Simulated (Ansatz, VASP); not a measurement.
One calculation of ZnS, two programs

```xyz
2
Lattice="3.3086 0.0000 0.0000 0.0000 3.3086 0.0000 0.0000 0.0000 2.9849" Properties=species:S:1:pos:R:3 pbc="T T T"
Zn    1.6543    1.6543    1.4925
S     0.0000    0.0000    0.0000
```

Alike in both runs: functional PBE; k mesh 16 × 16 × 18; occupations gaussian, width 0.1 eV; no spin polarisation.

Ansatz relaxed the structure, and its values are those at the end. VASP's run is a single point on that final structure, the one shown.

|  | VASP | Ansatz |
| --- | --- | --- |
| version | VASP 6.6.1 | Ansatz 0.2.0 |
| potentials or method | VASP PAW PBE potentials, release 64 (Zn, S), cutoff 520 eV | scalar-relativistic, plane waves, PAW |
| valence electrons in the cell | 18 | 18 |

Ansatz gave:

| Item | Value |
| --- | --- |
| gap on the k mesh at the Fermi level (eV) | none |
| pressure (GPa) | 0.0 |

Task: What did VASP give for the same quantities?

Result: gap on the k mesh at the Fermi level (eV): none; pressure (GPa): 0.1.

A gap of «none» marks a metal or a gap that the smearing closes. The functional is the same, so the differences come from potentials, cutoffs and numerics.
